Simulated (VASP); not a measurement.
# TePb (F-43m) in VASP: a series of runs

TePb is run at these levels: PBE; tasks: single point.

All numbers are computed with VASP 6.6.1; they aren't measurements. Logs are shortened: lines on timing, memory, paths and dates and some standing lists are left out, and cuts for length are marked.

## (1) The cell of the first run

Symmetry: F-43m, No. 216, cubic system. Conventional cell: a = 7.283 Å, b = 7.283 Å, c = 7.283 Å, α = 90.00°, β = 90.00°, γ = 90.00°. Within 4.1 Å of Pb (site symmetry -43m) lie 4 Te at 3.15 Å. Te (site symmetry -43m) has 4 Pb at 3.15 Å within 4.1 Å.

## (2) Single point, PBE

INCAR reads:

```
PREC = Accurate
ENCUT = 500
EDIFF = 1E-6
ISMEAR = -1
SIGMA = 0.5
LREAL = False
LASPH = True
NELM = 120
ALGO = Normal
ISIF = 2
LWAVE = False
LCHARG = False
GGA = PE
NBANDS = 17
GGA_COMPAT = False
```

KPOINTS reads:

```
Automatic mesh
0
Gamma
  4 4 4
```

POSCAR reads:

```
TePb
1.0
    0.0000000000      3.6414940692      3.6414940692
    3.6414940692      0.0000000000      3.6414940692
    3.6414940692      3.6414940692      0.0000000000
Pb Te
1 1
Direct
    0.0000000000      0.0000000000      0.0000000000
    0.2500000000      0.2500000000      0.2500000000
```

Potentials or basis: VASP PAW PBE potentials, release 64 (Pb_d, Te).

Command:

```sh
cat potpaw_PBE.64/Pb_d/POTCAR potpaw_PBE.64/Te/POTCAR > POTCAR
mpirun -np 1 vasp_std > vasp.out
```

OUTCAR:

```text
PREC = Accurate
   ENCUT = 500
   EDIFF = 1E-6
   ISMEAR = -1
   LREAL = False
   LASPH = True
   NELM = 120
   ISIF = 2
   GGA = PE

 ion  position               nearest neighbor table
   1  0.000  0.000  0.000-   2 3.15   2 3.15   2 3.15   2 3.15
   2  0.250  0.250  0.250-   1 3.15   1 3.15   1 3.15   1 3.15

  LATTYP: Found a face centered cubic cell.
 ALAT       =     7.2829881384

  Lattice vectors:

 A1 = (   0.0000000000,   3.6414940692,   3.6414940692)
 A2 = (   3.6414940692,   0.0000000000,   3.6414940692)
 A3 = (   3.6414940692,   3.6414940692,   0.0000000000)

Analysis of symmetry for initial positions (statically):
=====================================================================
 Subroutine PRICEL returns:
 Original cell was already a primitive cell.

 Routine SETGRP: Setting up the symmetry group for a
 face centered cubic supercell.

 Subroutine GETGRP returns: Found 24 space group operations
 (whereof 24 operations were pure point group operations)
 out of a pool of 48 trial point group operations.

The static configuration has the point symmetry T_d .

Analysis of symmetry for dynamics (positions and initial velocities):
=====================================================================
 Subroutine PRICEL returns:
 Original cell was already a primitive cell.

 Routine SETGRP: Setting up the symmetry group for a
 face centered cubic supercell.

 Subroutine GETGRP returns: Found 24 space group operations
 (whereof 24 operations were pure point group operations)
 out of a pool of 48 trial point group operations.

The dynamic configuration has the point symmetry T_d .

 Subroutine INISYM returns: Found 24 space group operations
 (whereof 24 operations are pure point group operations),
 and found     1 'primitive' translations

----------------------------------------------------------------------------------------

                                     Primitive cell

  volume of cell :      96.5759

  direct lattice vectors                    reciprocal lattice vectors
     0.000000000  3.641494069  3.641494069    -0.137306279  0.137306279  0.137306279
     3.641494069  0.000000000  3.641494069     0.137306279 -0.137306279  0.137306279
     3.641494069  3.641494069  0.000000000     0.137306279  0.137306279 -0.137306279

  length of vectors
     5.149850300  5.149850300  5.149850300     0.237821451  0.237821451  0.237821451

  position of ions in fractional coordinates (direct lattice)
     0.000000000  0.000000000  0.000000000
     0.250000000  0.250000000  0.250000000

  ion indices of the primitive-cell ions
   primitive index   ion index
                 1           1
                 2           2

----------------------------------------------------------------------------------------

 KPOINTS: Automatic mesh

Automatic generation of k-mesh.
 Grid dimensions read from file:
 generate k-points for:    4    4    4

 Generating k-lattice:

  Cartesian coordinates                     Fractional coordinates (reciprocal lattice)
    -0.034326570  0.034326570  0.034326570     0.250000000  0.000000000  0.000000000
     0.034326570 -0.034326570  0.034326570     0.000000000  0.250000000  0.000000000
     0.034326570  0.034326570 -0.034326570     0.000000000  0.000000000  0.250000000

  Length of vectors
     0.059455363  0.059455363  0.059455363

  Shift w.r.t. Gamma in fractional coordinates (k-lattice)
     0.000000000  0.000000000  0.000000000

 Subroutine IBZKPT returns following result:
 ===========================================

 Found      8 irreducible k-points:

 Following reciprocal coordinates:
            Coordinates               Weight
  0.000000  0.000000  0.000000      1.000000
  0.250000  0.000000  0.000000      8.000000
  0.500000  0.000000  0.000000      4.000000
  0.250000  0.250000  0.000000      6.000000
  0.500000  0.250000  0.000000     24.000000
 -0.250000  0.250000  0.000000     12.000000
  0.500000  0.500000  0.000000      3.000000
 -0.250000  0.500000  0.250000      6.000000
   k-points           NKPTS =      8   k-points in BZ     NKDIM =      8   number of bands    NBANDS=     17
   number of dos      NEDOS =    301   number of ions     NIONS =      2
   total plane-waves  NPLWV =  64000
   dimension x,y,z NGX =    40 NGY =   40 NGZ =   40
   dimension x,y,z NGXF=    80 NGYF=   80 NGZF=   80
   ions per type =               1   1
   NGX,Y,Z   is equivalent  to a cutoff of  12.91, 12.91, 12.91 a.u.
   NGXF,Y,Z  is equivalent  to a cutoff of  25.83, 25.83, 25.83 a.u.
 SYSTEM =  unknown system
   PREC   = accura    normal or accurate (medium, high low for compatibility)
   ISTART =      0    job   : 0-new  1-cont  2-samecut
   ICHARG =      2    charge: 1-file 2-atom 10-const
   ISPIN  =      1    spin polarized calculation?
   LNONCOLLINEAR =      F non collinear calculations
   LSORBIT =      F    spin-orbit coupling
   LASPH  =      T    aspherical Exc in radial PAW
   ENCUT  =  500.0 eV  36.75 Ry    6.06 a.u.   9.39  9.39  9.39*2*pi/ulx,y,z
   NELM   =    120;   NELMIN=  2; NELMDL= -5     # of ELM steps
   EDIFF  = 0.1E-05   stopping-criterion for ELM
   LREAL  =      F    real-space projection
   EDIFFG = 0.1E-04   stopping-criterion for IOM
   NSW    =      0    number of steps for IOM
   IBRION =     -1    ionic relax: 0-MD 1-quasi-New 2-CG
   NFREE  =      0    steps in history (QN), initial steepest desc. (CG)
   ISIF   =      2    stress and relaxation
   ISYM   =      2    0-nonsym 1-usesym 2-fastsym
   POTIM  = 0.5000    time-step for ionic-motion
   TEBEG  =    0.0;   TEEND  =   0.0 temperature during run
   PSTRESS=    0.0 pullay stress
   NELECT =      20.0000    total number of electrons
   NUPDOWN=      -1.0000    fix difference up-down
   EMIN   =  10.00;   EMAX   =-10.00  energy-range for DOS
   EFERMI =   0.00;   METHOD = LEGACY
   ISMEAR =    -1;   SIGMA  =   0.50  broadening in eV -4-tet -1-fermi 0-gaus
   EFERMI_NEDOS =   21; number of points for ismear=-14 and -15
   IALGO  =     38    algorithm
   IMIX   =      4    mixing-type and parameters
     AMIX     =   0.40;   BMIX     =  1.00
     AMIX_MAG =   1.60;   BMIX_MAG =  1.00
  volume/ion in A,a.u.               =      48.29       325.86
  Fermi-wavevector in a.u.,A,eV,Ry     =   0.968565  1.830322 12.763860  0.938117
  Thomas-Fermi vector in A             =   2.098544
   LORBIT       =      0    0 simple, 1 ext, 2 COOP (PROOUT), +10 PAW based schemes
   GGA     = PE    functional components
   LHFCALC =     F    Hartree Fock is set to
   AEXX    =    0.0000 exact exchange contribution
   IVDW    =     0    specifies the selected vdW correction
   LEPSILON=     F    determine dielectric tensor
   LRPA    =     F    only Hartree local field effects (RPA)
 non-spin polarized calculation
  energy-cutoff  :      500.00
  volume of cell :       96.58
 maximum number of plane-waves:      2477
 NGX is ok and might be reduce to    40
   NGX = 19   NGY = 19   NGZ = 19

 number of electron      20.0000000 magnetization

 Free energy of the ion-electron system (eV)
  ---------------------------------------------------
  ext. energy  EPLUGINS =         0.00000000
  ---------------------------------------------------
  free energy    TOTEN  =        -7.40568114 eV

  energy without entropy =       -6.67467880  energy(sigma->0) =       -7.04017997

 E-fermi :   3.1355     XC(G=0):  -7.4913

 val. band max:        2.6989059626   @ k =  -0.2500   0.5000   0.2500
 cond. band min:       3.3603894382   @ k =   0.5000   0.5000   0.0000
 fundamental gap:      0.6614834756
 Fermi energy:         3.1355420278

 k-point     1 :       0.0000    0.0000    0.0000
  band No.  band energies     occupation
      1     -14.1005      2.00000
      2     -14.1005      2.00000
      3     -14.1005      2.00000
      4     -14.0761      2.00000
      5     -14.0761      2.00000
      6      -8.6908      2.00000
[... 9 lines left out ...]
     16       9.8132      0.00000
     17      10.7123      0.00000

 k-point     2 :       0.2500    0.0000    0.0000
  band No.  band energies     occupation
      1     -14.1055      2.00000
      2     -14.0981      2.00000
      3     -14.0981      2.00000
      4     -14.0759      2.00000
      5     -14.0759      2.00000
      6      -8.3980      2.00000
[... 9 lines left out ...]
     16       9.1668      0.00001
     17      10.2267      0.00000

 k-point     3 :       0.5000    0.0000    0.0000
  band No.  band energies     occupation
      1     -14.1105      2.00000
      2     -14.0960      2.00000
      3     -14.0960      2.00000
      4     -14.0754      2.00000
      5     -14.0754      2.00000
      6      -8.0037      2.00000
[... 9 lines left out ...]
     16      10.0885      0.00000
     17      10.0885      0.00000

 k-point     4 :       0.2500    0.2500    0.0000
  band No.  band energies     occupation
      1     -14.1101      2.00000
      2     -14.0955      2.00000
      3     -14.0955      2.00000
      4     -14.0776      2.00000
      5     -14.0747      2.00000
      6      -8.2891      2.00000
[... 9 lines left out ...]
     16      10.3290      0.00000
     17      11.9693      0.00000

 k-point     5 :       0.5000    0.2500    0.0000
  band No.  band energies     occupation
      1     -14.1143      2.00000
      2     -14.0938      2.00000
      3     -14.0930      2.00000
      4     -14.0774      2.00000
      5     -14.0745      2.00000
      6      -7.8566      2.00000
[... 9 lines left out ...]
     16      10.3685      0.00000
     17      11.0365      0.00000

 k-point     6 :      -0.2500    0.2500    0.0000
  band No.  band energies     occupation
      1     -14.1109      2.00000
      2     -14.0953      2.00000
      3     -14.0952      2.00000
      4     -14.0760      2.00000
      5     -14.0757      2.00000
      6      -8.0171      2.00000
[... 9 lines left out ...]
     16       9.9684      0.00000
     17      11.0455      0.00000

 k-point     7 :       0.5000    0.5000    0.0000
  band No.  band energies     occupation
      1     -14.1195      2.00000
      2     -14.0904      2.00000
      3     -14.0904      2.00000
      4     -14.0792      2.00000
      5     -14.0733      2.00000
      6      -7.6701      2.00000
[... 9 lines left out ...]
     16      11.3233      0.00000
     17      11.4162      0.00000

 k-point     8 :      -0.2500    0.5000    0.2500
  band No.  band energies     occupation
      1     -14.1158      2.00000
      2     -14.0942      2.00000
      3     -14.0906      2.00000
      4     -14.0775      2.00000
      5     -14.0747      2.00000
      6      -7.6662      2.00000
[... 9 lines left out ...]
     16      10.9515      0.00000
     17      11.1205      0.00000

------------------------ aborting loop because EDIFF is reached ----------------------------------------

  FORCE on cell =-STRESS in cart. coord.  units (eV):
  Direction    XX          YY          ZZ          XY          YZ          ZX
  --------------------------------------------------------------------------------------
  -------------------------------------------------------------------------------------
  Total        0.2661584      0.2661584      0.2661584      0.0000000      0.0000000     -0.0000000
  in kB        4.4155205      4.4155205      4.4155205      0.0000000      0.0000000     -0.0000000
  external PRESSURE =       4.4155205 kB  Pullay stress =       0.0000000 kB

 VOLUME and BASIS-vectors are now :
 -----------------------------------------------------------------------------
  energy-cutoff  :      500.00
  volume of cell :       96.58
      direct lattice vectors                 reciprocal lattice vectors
     0.000000000  3.641494069  3.641494069    -0.137306279  0.137306279  0.137306279
     3.641494069  0.000000000  3.641494069     0.137306279 -0.137306279  0.137306279
     3.641494069  3.641494069  0.000000000     0.137306279  0.137306279 -0.137306279

 POSITION                                       TOTAL-FORCE (eV/Angst)
 -----------------------------------------------------------------------------------
      0.00000      0.00000      0.00000        -0.000000     -0.000000     -0.000000
      1.82075      1.82075      1.82075         0.000000      0.000000      0.000000
 -----------------------------------------------------------------------------------
    total drift:                                0.000000      0.000000      0.000000

  FREE ENERGIE OF THE ION-ELECTRON SYSTEM (eV)
  ---------------------------------------------------
  free  energy   TOTEN  =        -7.4056811389 eV

  energy  without entropy=       -6.6746788005  energy(sigma->0) =       -7.04017997
```

Run time: 31 s. Hardware: 1 thread of AMD EPYC 9R45, shared host; peak memory 0.2 GiB.

Results:

```
Free energy            : -7.4057 eV
Pressure               : 0.4 GPa
Band gap on the k mesh : 0.66 eV, indirect (least direct gap 1.25 eV)
```

Levels at points of the mesh, in eV from the valence-band top:
| k point | band 6 | band 7 | band 8 | band 9 | band 10 | band 11 | band 12 | band 13 | band 14 | band 15 |
| --- | --- | --- | --- | --- | --- | --- | --- | --- | --- | --- |
| (0.00, 0.00, 0.00) | -11.39 | -6.16 | -1.46 | -1.46 | -1.46 | 1.61 | 1.61 | 1.61 | 4.15 | 7.11 |
| (0.50, 0.00, 0.00) | -10.70 | -7.76 | -2.00 | -2.00 | -1.90 | 2.41 | 2.41 | 3.75 | 5.85 | 6.89 |
| (0.50, 0.50, 0.00) | -10.37 | -8.24 | -2.66 | -2.66 | -0.59 | 0.66 | 4.45 | 4.45 | 5.69 | 7.05 |

Caveat: spin-orbit coupling is left out, which moves the levels of the heavy elements. A k mesh can miss the band edges.

## (3) Single point, PBE

INCAR reads:

```
ALGO = Normal
EDIFF = 1E-6
ENCUT = 500
GGA = PE
GGA_COMPAT = False
ISIF = 2
ISMEAR = 1
LASPH = True
LCHARG = True
LELF = True
LREAL = False
LVHAR = True
LWAVE = False
NBANDS = 17
NELM = 120
PREC = Accurate
SIGMA = 0.2
```

KPOINTS reads:

```
k-points
0
Gamma
  4 4 4
```

POSCAR is that of step 2.

Potentials or basis: VASP PAW PBE potentials, release 64 (Pb_d, Te).

Command:

```sh
cat potpaw_PBE.64/Pb_d/POTCAR potpaw_PBE.64/Te/POTCAR > POTCAR
mpirun -np 1 vasp_std > vasp.out
```

Run time: 40 s. Hardware: 1 thread of AMD EPYC 9R45, shared host; peak memory 0.2 GiB.

The run converged. Its results:

- Free energy: -7.1496 eV
- Pressure: 0.5 GPa
- Band gap on the k mesh: 0.59 eV, indirect (least direct gap 1.19 eV)

Levels at points of the mesh, in eV from the valence-band top:
| k point | band 8 | band 9 | band 10 | band 11 | band 12 | band 13 |
| --- | --- | --- | --- | --- | --- | --- |
| (0.00, 0.00, 0.00) | -1.46 | -1.46 | -1.46 | 1.52 | 1.52 | 1.52 |
| (0.50, 0.00, 0.00) | -2.01 | -2.01 | -1.94 | 2.33 | 2.33 | 3.72 |
| (0.50, 0.50, 0.00) | -2.68 | -2.68 | -0.60 | 0.59 | 4.39 | 4.39 |

Caveat: spin-orbit coupling is left out, which moves the levels of the heavy elements. A k mesh can miss the band edges.
